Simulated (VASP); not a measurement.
# LiGa: single point with LDA

The system is LiGa.

```xyz
4
Lattice="0.0000 3.1384 3.1384 3.1384 0.0000 3.1384 3.1384 3.1384 0.0000" Properties=species:S:1:pos:R:3 pbc="T T T"
Li    3.1384    3.1384    3.1384
Li    4.7076    4.7076    4.7076
Ga    0.0000    0.0000    0.0000
Ga    1.5692    1.5692    1.5692
```

```json
{"Program": "VASP 6.6.1", "Task": "single point", "Functional": "LDA", "Potentials or basis": "VASP PAW LDA potentials, release 64 (Li_sv, Ga_d)", "Cutoff": "520 eV", "k mesh": "7 × 7 × 7", "Occupations": "gaussian, width 0.1 eV", "Spin": "no spin polarisation", "Dipole correction": "no", "Further INCAR settings": "ALGO = Normal; EDIFF = 1e-07; NBANDS = 24"}
```

```yaml
Band_gap_on_the_k_mesh: zero (band 16 reaches 5.47 eV, above the bottom of band 17 at 4.73 eV)
```

Levels at points of the mesh, in eV from the Fermi level:
| k point | band 14 | band 15 | band 16 | band 17 | band 18 | band 19 |
| --- | --- | --- | --- | --- | --- | --- |
| (0.00, 0.00, 0.00) | 0.19 | 0.55 | 0.55 | 0.55 | 1.08 | 1.08 |

It took 85 s on 1 thread of AMD EPYC 7R13 (shared host), peak memory 0.15 GiB.
